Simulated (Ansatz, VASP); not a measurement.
Two plane-wave programs on SnO

The input INCAR:

```
PREC     = Accurate       # precision mode
ENCUT    = 520            # plane-wave cutoff, eV
EDIFF    = 1E-6           # SCF threshold, eV
ISMEAR   = 0              # smearing method
SIGMA    = 0.05           # smearing width, eV
LREAL    = False          # projectors in reciprocal space
LASPH    = True           # aspherical terms in the spheres
NELM     = 60             # most SCF steps
ALGO     = Normal         # electronic algorithm
ISIF     = 2              # what is computed and relaxed
LWAVE    = False          # write WAVECAR
LCHARG   = False          # write CHGCAR
GGA      = PS             # functional
NBANDS   = 28             # bands
```

The input KPOINTS:

```
Automatic mesh
0
Gamma
  8 6 8
```

The input POSCAR:

```
SnO
1.0
    3.3156061815      0.0000000000      0.0000000000
    0.0000000000      5.7049851891      0.0000000000
    0.0000000000      0.0000000000      3.8941648049
Sn O
2 2
Direct
    0.0000000000      0.2337892808      0.5261742991
    0.5000000000      0.7662107192      0.0261742991
    0.0666456922      0.8466234647      0.7238267009
    0.5666456922      0.0759106483      0.2238267009
```

Input for Ansatz:

```yaml
crystal:
  lattice:
    - [3.3156061815, 0.0, 0.0]
    - [0.0, 5.7049851891, 0.0]
    - [0.0, 0.0, 3.8941648049]
  atoms:
    - { symbol: Sn, position: [0.0, 0.2337892808, 0.5261742991] }
    - { symbol: Sn, position: [0.5, 0.7662107192, 0.0261742991] }
    - { symbol: O, position: [0.0666456922, 0.8466234647, 0.7238267009] }
    - { symbol: O, position: [0.5666456922, 0.0759106483, 0.2238267009] }
basis:
  ecutwfc: 420
kpoints:
  mp_grid: { grid: [8, 6, 8] }
hamiltonian:
  xc: pbesol
scf:
  occupations: { method: gaussian, width: 0.05 }
output:
  forces: true
  stress: true
  eigenvalues: true
```

Change from the starting cell: all O atoms moved +0.312 Å, as atom 3 along Cartesian [1 -1 0].

Alike in both runs: task single point; functional PBEsol; k mesh 8 × 6 × 8; occupations gaussian, width 0.05 eV; no spin polarisation.

```csv
,VASP,Ansatz
version,VASP 6.6.1,Ansatz 0.2.0
potentials or method,"VASP PAW PBE potentials, release 64 (Sn_d, O), cutoff 520 eV","scalar-relativistic, plane waves, PAW"
valence electrons in the cell,40,40
```

|  | VASP | Ansatz | Ansatz less VASP |
| --- | --- | --- | --- |
| gap on the k mesh at the Fermi level (eV) | 1.01 | 1.02 | +0.010 |
| least direct gap on the mesh (eV) | 1.42 | 1.42 | +0.009 |
| pressure (GPa) | 4.9 | 4.7 | -0.17 |
| traceless stress, the component that is largest in VASP (GPa) | 7.20 | 7.06 | -0.138 |
| rms of the force components (eV/Å) | 1.737 | 1.714 | -0.0238 |

VASP's potentials were made for PBE, not for PBEsol. Atom by atom the forces differ by 0.037 eV/Å (rms over components).
